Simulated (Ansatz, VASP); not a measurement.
MgS: VASP beside Ansatz

File POSCAR:

```
MgS
1.0
    3.5838269572      0.0000000000      0.0000000000
   -1.7919134786      3.1036851877      0.0000000000
    0.0000000000      0.0000000000      6.0434657763
Mg S
2 2
Direct
    0.0000000000      0.0000000000      0.0000000000
    0.0000000000      0.0000000000      0.5000000000
    0.3333333333      0.6666666667      0.2500000000
    0.6666666667      0.3333333333      0.7500000000
```

INCAR.step1

```
SYSTEM = MgS
  PREC = Accurate
  ENCUT = 520
  EDIFF = 1E-5
  ISMEAR = 0
  SIGMA = 0.01
  LREAL = .FALSE.
  LASPH = .TRUE.
  NELM = 100
  ALGO = Normal
  ISIF = 2
  LWAVE = .TRUE.
  NBANDS = 16
  GGA = PE
```

INCAR.step2

```
SYSTEM = MgS
  PREC = Accurate
  ENCUT = 520
  EDIFF = 1E-6
  ISMEAR = 0
  SIGMA = 0.01
  LREAL = .FALSE.
  LASPH = .TRUE.
  NELM = 100
  ALGO = Normal
  ISIF = 2
  LWAVE = .FALSE.
  LCHARG = .TRUE.
  GGA = PE
  LHFCALC = .TRUE.
  HFSCREEN = 0.2079
  PRECFOCK = Normal
  LELF = .TRUE.
  LVHAR = .TRUE.
  NBANDS = 16
  ISTART = 1
```

KPOINTS

```
Automatic mesh
0
G
  6 6 4
  0 0 0
```

Input for Ansatz:

```yaml
crystal:
  lattice:
    - [3.5838269572, 0.0, 0.0]
    - [-1.7919134786, 3.1036851877, 0.0]
    - [0.0, 0.0, 6.0434657763]
  atoms:
    - { symbol: Mg, position: [0.0, 0.0, 0.0] }
    - { symbol: Mg, position: [0.0, 0.0, 0.5] }
    - { symbol: S, position: [0.3333333333, 0.6666666667, 0.25] }
    - { symbol: S, position: [0.6666666667, 0.3333333333, 0.75] }
kpoints:
  mp_grid: { grid: [6, 6, 4] }
  band_path:
    path:
      - [0.0, 0.0, 0.0]
      - [0.5, 0.0, 0.0]
      - [0.3333333333, 0.3333333333, 0.0]
      - [0.0, 0.0, 0.5]
      - [0.5, 0.0, 0.5]
      - [0.3333333333, 0.3333333333, 0.5]
    npoints: 1
hamiltonian:
  xc: hse06
scf:
  occupations: { method: fixed }
  n_extra_bands: 5
output:
  forces: true
  stress: true
  eigenvalues: true
```

Change from the starting cell: hydrostatic strain -1.7%.

Alike in both runs: task single point; functional HSE06; k mesh 6 × 6 × 4; no spin polarisation.

|  | VASP | Ansatz |
| --- | --- | --- |
| version | VASP 6.6.1 | Ansatz 0.2.0 |
| potentials or method | VASP PAW PBE potentials, release 64 (Mg, S) | plane waves, PAW |
| plane-wave cutoff (eV) | 520 | 420 |
| occupations | gaussian, width 0.01 eV | fixed |
| valence electrons in the cell | 16 | 32 |

```csv
,VASP,Ansatz,Ansatz less VASP
gap on the k mesh at the Fermi level (eV),4.51,4.56,+0.048
pressure (GPa),3.7,4.1,+0.33
"traceless stress, the component that is largest in VASP (GPa)",0.10,0.15,+0.046
```

VASP's potentials hold 16 valence electrons a cell and Ansatz's 32, so a difference there can come from the potentials and not from the codes. Ansatz's warnings: stress exchange threshold loose, stress scf threshold loose.
